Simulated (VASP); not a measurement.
Here is a VASP 6.6.1 calculation.

The input INCAR:

```
SYSTEM = C
PREC     = Accurate       ! precision mode
ENCUT    = 520            ! plane-wave cutoff, eV
EDIFF    = 1E-6           ! SCF threshold, eV
ISMEAR   = 0              ! smearing method
SIGMA    = 0.15           ! smearing width, eV
LREAL    = .FALSE.        ! projectors in reciprocal space
LASPH    = .TRUE.         ! aspherical terms in the spheres
NELM     = 60             ! most SCF steps
ALGO     = Normal         ! electronic algorithm
ISIF     = 2              ! what is computed and relaxed
LWAVE    = .FALSE.        ! write WAVECAR
LCHARG   = .FALSE.        ! write CHGCAR
GGA      = PS             ! functional
IVDW     = 12             ! dispersion correction
NBANDS   = 16             ! bands
```

Contents of KPOINTS:

```
regular mesh
0
G
  21 21 8
  0 0 0
```

POSCAR

```
C
1.0
    2.4977101490      0.0000000000      0.0000000000
   -1.2488550745      2.1630804403      0.0000000000
    0.0000000000      0.0000000000      6.2197978130
C
4
Direct
    0.0000000000      0.0000000000      0.0025000000
    0.0000000000      0.0000000000      0.5025000000
    0.3333333333      0.6666666667      0.0025000000
    0.6666666667      0.3333333333      0.5025000000
```

Potentials or basis: VASP PAW PBE potentials, release 64 (C).

Launch:

```console
$ cat potpaw_PBE.64/C/POTCAR > POTCAR
$ mpirun -np 1 vasp_std > vasp.out
```

Q: What does it give for the band gap on the k mesh?

A: Zero (bands 8 and 9 overlap by 0.07 eV).

Q: Predict the dispersion energy per atom.

A: -0.118 eV.

Q: What does it give for the pressure?

A: -12.5 GPa.

Stress tensor (GPa, compression positive):
```
-20.18   0.00   0.00
  0.00 -20.18   0.00
  0.00   0.00   2.79
```

Caveat: the cell stands under tension; the PAW data sets were made with another functional, which shifts forces and pressure a little.
